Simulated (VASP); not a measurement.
# Ag (Fm-3m) in VASP: notebook

The runs below take Ag through single point, with LDA.

Program: VASP 6.6.1. These are calculated values, not measurements. Logs are shortened: lines on timing, memory, paths and dates and some standing lists are left out, and cuts for length are marked.

### Step 1. The cell of the first run

Symmetry: Fm-3m, No. 225, cubic system. The conventional cell has a = 4.000 Å, b = 4.000 Å, c = 4.000 Å, α = 90.00°, β = 90.00°, γ = 90.00°. Ag (site symmetry m-3m) has 12 Ag at 2.83 Å within 3.7 Å.

### Step 2. Single point, LDA

Input file INCAR:

```
SYSTEM = Ag
PREC     = Accurate       ! precision mode
ENCUT    = 520            ! plane-wave cutoff, eV
EDIFF    = 1E-7           ! SCF threshold, eV
ISMEAR   = -1             ! smearing method
SIGMA    = 0.05           ! smearing width, eV
LREAL    = .False.        ! projectors in reciprocal space
LASPH    = .True.         ! aspherical terms in the spheres
NELM     = 60             ! most SCF steps
ALGO     = Normal         ! electronic algorithm
ISIF     = 2              ! what is computed and relaxed
LWAVE    = .False.        ! write WAVECAR
LCHARG   = .False.        ! write CHGCAR
GGA      = CA             ! functional
NBANDS   = 24             ! bands
```

Input file KPOINTS:

```
Automatic mesh
0
Gamma
  13 13 5
  0 0 0
```

Input file POSCAR:

```
Ag
1.0
    0.0000000000      2.0000103127     -2.0000103127
   -2.0000103127      0.0000000000      2.0000103127
    4.0000206254      4.0000206254      4.0000206254
Ag
3
Direct
    0.0000000000      0.0000000000      0.0000000000
    0.3333333330      0.6666666670      0.3333333330
    0.6666666670      0.3333333330      0.6666666670
```

Potentials or basis: VASP PAW LDA potentials, release 64 (Ag).

On the command line:

```bash
$ cat potpaw_LDA.64/Ag/POTCAR > POTCAR
$ mpirun -np 1 vasp_std > vasp.out
```

OUTCAR:

```text
SYSTEM = Ag
   PREC = Accurate
   ENCUT = 520
   EDIFF = 1E-7
   ISMEAR = -1
   LREAL = .False.
   LASPH = .True.
   NELM = 60
   ISIF = 2
   GGA = CA

 ion  position               nearest neighbor table
   1  0.000  0.000  0.000-   2 2.83   3 2.83   3 2.83   2 2.83   3 2.83   2 2.83
   2  0.333  0.667  0.333-   1 2.83   1 2.83   1 2.83   3 2.83   3 2.83   3 2.83
   3  0.667  0.333  0.667-   1 2.83   1 2.83   1 2.83   2 2.83   2 2.83   2 2.83

  LATTYP: Found a hexagonal cell.
 ALAT       =     2.8284417091
 C/A-ratio  =     2.4494897428

  Lattice vectors:

 A1 = (   0.0000000000,   2.0000103127,  -2.0000103127)
 A2 = (  -2.0000103127,   0.0000000000,   2.0000103127)
 A3 = (   4.0000206254,   4.0000206254,   4.0000206254)

Analysis of symmetry for initial positions (statically):
=====================================================================
 Subroutine PRICEL returns following result:

  LATTYP: Found a face centered cubic cell.
 ALAT       =     4.0000206214

  Lattice vectors:

 A1 = (   2.0000103107,   2.0000103107,   0.0000000000)
 A2 = (  -0.0000000020,   2.0000103107,   2.0000103127)
 A3 = (   2.0000103167,   0.0000000040,   2.0000103127)

   3 primitive cells build up your supercell.

 Routine SETGRP: Setting up the symmetry group for a
 hexagonal supercell.

 Subroutine GETGRP returns: Found 12 space group operations
 (whereof 12 operations were pure point group operations)
 out of a pool of 24 trial point group operations.

The static configuration has the point symmetry D_3d.

Analysis of symmetry for dynamics (positions and initial velocities):
=====================================================================
 Subroutine PRICEL returns following result:

  LATTYP: Found a face centered cubic cell.
 ALAT       =     4.0000206214

  Lattice vectors:

 A1 = (   2.0000103107,   2.0000103107,   0.0000000000)
 A2 = (  -0.0000000020,   2.0000103107,   2.0000103127)
 A3 = (   2.0000103167,   0.0000000040,   2.0000103127)

   3 primitive cells build up your supercell.

 Routine SETGRP: Setting up the symmetry group for a
 hexagonal supercell.

 Subroutine GETGRP returns: Found 12 space group operations
 (whereof 12 operations were pure point group operations)
 out of a pool of 24 trial point group operations.

The dynamic configuration has the point symmetry D_3d.

 Subroutine INISYM returns: Found 12 space group operations
 (whereof 12 operations are pure point group operations),
 and found     3 'primitive' translations

----------------------------------------------------------------------------------------

                                     Primitive cell

  volume of cell :      16.0002

  direct lattice vectors                    reciprocal lattice vectors
     2.000010311  2.000010311  0.000000000     0.249998710  0.249998712 -0.249998711
    -0.000000002  2.000010311  2.000010313    -0.249998711  0.249998711  0.249998711
     2.000010317  0.000000004  2.000010313     0.249998711 -0.249998711  0.249998711

  length of vectors
     2.828441706  2.828441708  2.828441712     0.433010470  0.433010469  0.433010469

  position of ions in fractional coordinates (direct lattice)
     0.000000000  0.000000000  0.000000000

  ion indices of the primitive-cell ions
   primitive index   ion index
                 1           1

----------------------------------------------------------------------------------------

 KPOINTS: Automatic mesh

Automatic generation of k-mesh.
 Grid dimensions read from file:
 generate k-points for:   13   13    5

 Generating k-lattice:

  Cartesian coordinates                     Fractional coordinates (reciprocal lattice)
    -0.012820447  0.025640893 -0.012820447     0.076923077  0.000000000  0.000000000
    -0.025640893  0.012820447  0.012820447     0.000000000  0.076923077  0.000000000
     0.016666581  0.016666581  0.016666581     0.000000000  0.000000000  0.200000000

  Length of vectors
     0.031403553  0.031403553  0.028867365

  Shift w.r.t. Gamma in fractional coordinates (k-lattice)
     0.000000000  0.000000000  0.000000000

 Subroutine IBZKPT returns following result:
 ===========================================

 Found     91 irreducible k-points:

 Following reciprocal coordinates:
            Coordinates               Weight
  0.000000  0.000000  0.000000      1.000000
  0.076923  0.000000  0.000000      6.000000
  0.153846  0.000000  0.000000      6.000000
  0.230769  0.000000  0.000000      6.000000
  0.307692  0.000000  0.000000      6.000000
  0.384615  0.000000  0.000000      6.000000
[... 16 lines left out ...]
  0.076923  0.000000  0.200000      6.000000
  0.000000  0.076923  0.200000      6.000000
 [... further k-points ...]
   k-points           NKPTS =     91   k-points in BZ     NKDIM =     91   number of bands    NBANDS=     24
   number of dos      NEDOS =    301   number of ions     NIONS =      3
   total plane-waves  NPLWV =  31104
   dimension x,y,z NGX =    24 NGY =   24 NGZ =   54
   dimension x,y,z NGXF=    48 NGYF=   48 NGZF=  108
   ions per type =               3
   NGX,Y,Z   is equivalent  to a cutoff of  14.11, 14.11, 12.96 a.u.
   NGXF,Y,Z  is equivalent  to a cutoff of  28.21, 28.21, 25.92 a.u.
 SYSTEM =  Ag
   PREC   = accura    normal or accurate (medium, high low for compatibility)
   ISTART =      0    job   : 0-new  1-cont  2-samecut
   ICHARG =      2    charge: 1-file 2-atom 10-const
   ISPIN  =      1    spin polarized calculation?
   LNONCOLLINEAR =      F non collinear calculations
   LSORBIT =      F    spin-orbit coupling
   LASPH  =      T    aspherical Exc in radial PAW
   ENCUT  =  520.0 eV  38.22 Ry    6.18 a.u.   5.26  5.26 12.88*2*pi/ulx,y,z
   NELM   =     60;   NELMIN=  2; NELMDL= -5     # of ELM steps
   EDIFF  = 0.1E-06   stopping-criterion for ELM
   LREAL  =      F    real-space projection
   EDIFFG = 0.1E-05   stopping-criterion for IOM
   NSW    =      0    number of steps for IOM
   IBRION =     -1    ionic relax: 0-MD 1-quasi-New 2-CG
   NFREE  =      0    steps in history (QN), initial steepest desc. (CG)
   ISIF   =      2    stress and relaxation
   ISYM   =      2    0-nonsym 1-usesym 2-fastsym
   POTIM  = 0.5000    time-step for ionic-motion
   TEBEG  =    0.0;   TEEND  =   0.0 temperature during run
   PSTRESS=    0.0 pullay stress
   NELECT =      33.0000    total number of electrons
   NUPDOWN=      -1.0000    fix difference up-down
   EMIN   =  10.00;   EMAX   =-10.00  energy-range for DOS
   EFERMI =   0.00;   METHOD = LEGACY
   ISMEAR =    -1;   SIGMA  =   0.05  broadening in eV -4-tet -1-fermi 0-gaus
   EFERMI_NEDOS =   21; number of points for ismear=-14 and -15
   IALGO  =     38    algorithm
   IMIX   =      4    mixing-type and parameters
     AMIX     =   0.40;   BMIX     =  1.00
     AMIX_MAG =   1.60;   BMIX_MAG =  1.00
  volume/ion in A,a.u.               =      16.00       107.97
  Fermi-wavevector in a.u.,A,eV,Ry     =   1.444875  2.730417 28.404375  2.087663
  Thomas-Fermi vector in A             =   2.563120
   LORBIT       =      0    0 simple, 1 ext, 2 COOP (PROOUT), +10 PAW based schemes
   GGA     = CA    functional components
   LHFCALC =     F    Hartree Fock is set to
   AEXX    =    0.0000 exact exchange contribution
   IVDW    =     0    specifies the selected vdW correction
   LEPSILON=     F    determine dielectric tensor
   LRPA    =     F    only Hartree local field effects (RPA)
 non-spin polarized calculation
  energy-cutoff  :      520.00
  volume of cell :       48.00
 maximum number of plane-waves:      1306
 NGX is ok and might be reduce to    24
   NGX = 11   NGY = 11   NGZ = 25

 number of electron      33.0000006 magnetization

 Free energy of the ion-electron system (eV)
  ---------------------------------------------------
  ext. energy  EPLUGINS =         0.00000000
  ---------------------------------------------------
  free energy    TOTEN  =       -11.35755801 eV

  energy without entropy =      -11.35185902  energy(sigma->0) =      -11.35470851

 E-fermi :   9.2749     XC(G=0): -12.9615

 val. band max:        9.2361165683   @ k =   0.4615   0.0000   0.4000
 cond. band min:       9.2894862183   @ k =  -0.0769   0.2308   0.2000
 fundamental gap:      0.0533696500
 Fermi energy:         9.2749432429

 k-point     1 :       0.0000    0.0000    0.0000
  band No.  band energies     occupation
      1       0.7655      2.00000
      2       2.3785      2.00000
      3       2.3785      2.00000
      4       4.0547      2.00000
      5       4.0547      2.00000
      6       4.0587      2.00000
[... 16 lines left out ...]
     23      25.2569      0.00000
     24      28.6780      0.00000

 k-point     2 :       0.0769    0.0000    0.0000
  band No.  band energies     occupation
      1       0.9385      2.00000
      2       2.4983      2.00000
      3       2.5125      2.00000
      4       4.0023      2.00000
      5       4.1116      2.00000
      6       4.1124      2.00000
[... 16 lines left out ...]
     23      25.2854      0.00000
     24      26.8704      0.00000

 k-point     3 :       0.1538    0.0000    0.0000
  band No.  band energies     occupation
      1       1.4261      2.00000
      2       2.7408      2.00000
      3       2.8921      2.00000
      4       3.8782      2.00000
      5       3.9104      2.00000
      6       3.9431      2.00000
[... 16 lines left out ...]
     23      24.8141      0.00000
     24      25.0048      0.00000
[... 514 lines left out ...]
 k-point    23 :       0.0769    0.0000    0.2000
  band No.  band energies     occupation
      1       1.0827      2.00000
      2       2.4303      2.00000
      3       2.4567      2.00000
      4       3.9241      2.00000
      5       4.0116      2.00000
      6       4.0817      2.00000
[... 16 lines left out ...]
     23      25.3841      0.00000
     24      26.6375      0.00000

 k-point    24 :       0.0000    0.0769    0.2000
  band No.  band energies     occupation
      1       1.0809      2.00000
      2       2.4397      2.00000
      3       2.4431      2.00000
      4       3.9681      2.00000
      5       4.0340      2.00000
      6       4.0885      2.00000
[... 16 lines left out ...]
     23      25.7144      0.00000
     24      26.4666      0.00000

 [... further k-points ...]

------------------------ aborting loop because EDIFF is reached ----------------------------------------

  FORCE on cell =-STRESS in cart. coord.  units (eV):
  Direction    XX          YY          ZZ          XY          YZ          ZX
  --------------------------------------------------------------------------------------
  -------------------------------------------------------------------------------------
  Total        0.0468398      0.0468398      0.0468398      0.1426393      0.1426393      0.1426393
  in kB        1.5634269      1.5634269      1.5634269      4.7610411      4.7610411      4.7610411
  external PRESSURE =       1.5634269 kB  Pullay stress =       0.0000000 kB

 VOLUME and BASIS-vectors are now :
 -----------------------------------------------------------------------------
  energy-cutoff  :      520.00
  volume of cell :       48.00
      direct lattice vectors                 reciprocal lattice vectors
     0.000000000  2.000010313 -2.000010313    -0.166665807  0.333331615 -0.166665807
    -2.000010313  0.000000000  2.000010313    -0.333331615  0.166665807  0.166665807
     4.000020625  4.000020625  4.000020625     0.083332904  0.083332904  0.083332904

 POSITION                                       TOTAL-FORCE (eV/Angst)
 -----------------------------------------------------------------------------------
      0.00000      0.00000      0.00000         0.000000      0.000000      0.000000
     -0.00000      2.00001      2.00001        -0.000000     -0.000000      0.000000
      2.00001      4.00002      2.00001        -0.000000     -0.000000     -0.000000
 -----------------------------------------------------------------------------------
    total drift:                               -0.000000     -0.000000     -0.000000

  FREE ENERGIE OF THE ION-ELECTRON SYSTEM (eV)
  ---------------------------------------------------
  free  energy   TOTEN  =       -11.3575580060 eV

  energy  without entropy=      -11.3518590203  energy(sigma->0) =      -11.35470851
```

Run time: 87 s. Hardware: 1 thread of Intel Xeon 8259CL, shared host; peak memory 0.21 GiB.

Results:

```
Free energy            : -11.3576 eV
Pressure               : 0.2 GPa
Band gap on the k mesh : zero (an odd number of electrons rules out a gap without spin polarisation)
```

### Step 3. Single point, LDA

Input file INCAR:

```
PREC = Accurate
ENCUT = 520
EDIFF = 1E-7
ISMEAR = -1
SIGMA = 0.05
LREAL = False
LASPH = True
NELM = 60
ALGO = Normal
ISIF = 2
LWAVE = False
LCHARG = False
NBANDS = 24
```

Input file KPOINTS:

```
regular mesh
0
Gamma
  13 13 5
```

POSCAR is that of step 2.

Potentials or basis: VASP PAW LDA potentials, release 64 (Ag).

On the command line:

```bash
$ cat potpaw_LDA.64/Ag/POTCAR > POTCAR
$ mpirun -np 1 vasp_std > vasp.out
```

OUTCAR:

```text
PREC = Accurate
   ENCUT = 520
   EDIFF = 1E-7
   ISMEAR = -1
   LREAL = False
   LASPH = True
   NELM = 60
   ISIF = 2

 ion  position               nearest neighbor table
   1  0.000  0.000  0.000-   2 2.83   3 2.83   3 2.83   2 2.83   3 2.83   2 2.83
   2  0.333  0.667  0.333-   1 2.83   1 2.83   1 2.83   3 2.83   3 2.83   3 2.83
   3  0.667  0.333  0.667-   1 2.83   1 2.83   1 2.83   2 2.83   2 2.83   2 2.83

  LATTYP: Found a hexagonal cell.
 ALAT       =     2.8284417091
 C/A-ratio  =     2.4494897428

  Lattice vectors:
[... 855 lines left out ...]

  FORCE on cell =-STRESS in cart. coord.  units (eV):
  Direction    XX          YY          ZZ          XY          YZ          ZX
  --------------------------------------------------------------------------------------
  -------------------------------------------------------------------------------------
  Total        0.0468398      0.0468398      0.0468398      0.1426393      0.1426393      0.1426393
  in kB        1.5634269      1.5634269      1.5634269      4.7610411      4.7610411      4.7610411
  external PRESSURE =       1.5634269 kB  Pullay stress =       0.0000000 kB

 VOLUME and BASIS-vectors are now :
 -----------------------------------------------------------------------------
  energy-cutoff  :      520.00
  volume of cell :       48.00
      direct lattice vectors                 reciprocal lattice vectors
     0.000000000  2.000010313 -2.000010313    -0.166665807  0.333331615 -0.166665807
    -2.000010313  0.000000000  2.000010313    -0.333331615  0.166665807  0.166665807
     4.000020625  4.000020625  4.000020625     0.083332904  0.083332904  0.083332904

 POSITION                                       TOTAL-FORCE (eV/Angst)
 -----------------------------------------------------------------------------------
      0.00000      0.00000      0.00000         0.000000      0.000000      0.000000
     -0.00000      2.00001      2.00001        -0.000000     -0.000000      0.000000
      2.00001      4.00002      2.00001        -0.000000     -0.000000     -0.000000
 -----------------------------------------------------------------------------------
    total drift:                               -0.000000     -0.000000     -0.000000

  FREE ENERGIE OF THE ION-ELECTRON SYSTEM (eV)
  ---------------------------------------------------
  free  energy   TOTEN  =       -11.3575580060 eV

  energy  without entropy=      -11.3518590203  energy(sigma->0) =      -11.35470851
```

OSZICAR:

```text
N       E                     dE             d eps       ncg     rms          rms(c)
DAV:   1     0.212737236278E+03    0.21274E+03   -0.16537E+04  4376   0.134E+03
DAV:   2    -0.868557031396E+01   -0.22142E+03   -0.20663E+03  4616   0.316E+02
DAV:   3    -0.123429299588E+02   -0.36574E+01   -0.36457E+01  5264   0.478E+01
DAV:   4    -0.123564431351E+02   -0.13513E-01   -0.13512E-01  4848   0.279E+00
DAV:   5    -0.123565769835E+02   -0.13385E-03   -0.13385E-03  5376   0.300E-01    0.113E+01
DAV:   6    -0.114131685006E+02    0.94341E+00   -0.24863E+00  4656   0.148E+01    0.684E+00
DAV:   7    -0.113704946805E+02    0.42674E-01   -0.35207E-02  4872   0.150E+00    0.345E+00
DAV:   8    -0.113575206344E+02    0.12974E-01   -0.28270E-03  4920   0.453E-01    0.176E-01
DAV:   9    -0.113575570281E+02   -0.36394E-04   -0.26912E-05  5304   0.406E-02    0.231E-02
DAV:  10    -0.113575580239E+02   -0.99580E-06   -0.49744E-06  5008   0.192E-02    0.875E-03
DAV:  11    -0.113575580060E+02    0.17886E-07   -0.66434E-08  3760   0.160E-03
   1 F= -.11357558E+02 E0= -.11354709E+02  d E =-.569899E-02
```

stdout:

```text
POSCAR found type information on POSCAR Ag
 POSCAR found :  1 types and       3 ions
 scaLAPACK will be used
 LDA part: xc-table for (Slater(with rela. corr.)+CA(PZ))
 , standard interpolation
 POSCAR, INCAR and KPOINTS ok, starting setup
 FFT: planning ... GRIDC
 FFT: planning ... GRID_SOFT
 FFT: planning ... GRID
 WAVECAR not read
 entering main loop
```

Wall time 1.7 min (1 thread of Intel Xeon 8259CL, shared host); peak memory 0.21 GiB.

What came out:

```
Free energy            : -11.3576 eV
Pressure               : 0.2 GPa
Band gap on the k mesh : zero (an odd number of electrons rules out a gap without spin polarisation)
```
